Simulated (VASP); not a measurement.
Sc:

```
Sc
1.0
     0.00000    2.32000    2.32000
     2.32000    0.00000    2.32000
     2.32000    2.32000    0.00000
Sc
1
Direct
  0.00000 0.00000 0.00000
```

This isn't the form of Sc at room conditions, which is hcp.

- Program: VASP 6.6.1
- Task: relaxation of cell and atoms
- Functional: LDA
- Potentials or basis: VASP PAW LDA potentials, release 64 (Sc_sv)
- Cutoff: 500 eV
- k mesh: 8 × 8 × 8
- Occupations: fermi-dirac, width 0.05 eV
- Spin: no spin polarisation

At the start: pressure -5.4 GPa; volume 24.97 Å³/atom.

Question: Where does the relaxation end?

Answer: Over 3 steps the energy falls by 48.6 meV/atom and the volume is 22.32 Å³/atom (-10.6 %); space group Fm-3m (No. 225, to 0.1 Å) before and after.

Step by step:
```tsv
step	energy change (eV)	largest force (eV/Å)	pressure (GPa)	volume (Å³)
1	0.0000	0.0000	-5.40	24.97
2	-0.0480	0.0000	0.74	22.06
3	-0.0486	0.0000	0.01	22.32
```

Final structure:
```
CELL_PARAMETERS angstrom
0.00000 2.23476 2.23476
2.23476 0.00000 2.23476
2.23476 2.23476 0.00000
ATOMIC_POSITIONS crystal
Sc 0.00000 0.00000 0.00000
```
